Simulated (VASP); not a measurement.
Runs of VASP 6.6.1 on Cu. The structure is that of space group Fm-3m (No. 225), or close to it. The cells are those of the table. 

```tsv
cell	gap on the mesh (eV)	pressure (GPa)
a = 2.493, b = 2.493, c = 2.428 Å, angles 60.9, 60.9, 58.3°, 1 atom	none	13.0
a = 2.621, b = 2.621, c = 2.556 Å, angles 60.8, 60.8, 58.4°, 1 atom	none	-11.5
a = 2.524, b = 2.524, c = 2.492 Å, angles 60.4, 60.4, 59.2°, 1 atom	none	2.1
a = 2.620 Å, angles 60.0°, 1 atom	none	(b)
a = 2.684 Å, angles 60.0°, 1 atom	none	(a)
```

Alike in all rows: task single point; level PBEsol; potentials or basis VASP PAW PBE potentials, release 64 (Cu); no spin polarisation; k mesh 22 × 22 × 22; cutoff (eV) 520; smearing gaussian 0.15 eV.

Q: Estimate the missing entries.

A: (a) -19.2; (b) -14.0.

Caveats: the PAW data sets were made with another functional, which shifts forces and pressure a little.

A gap of «none» marks levels without a gap at the run's occupations.
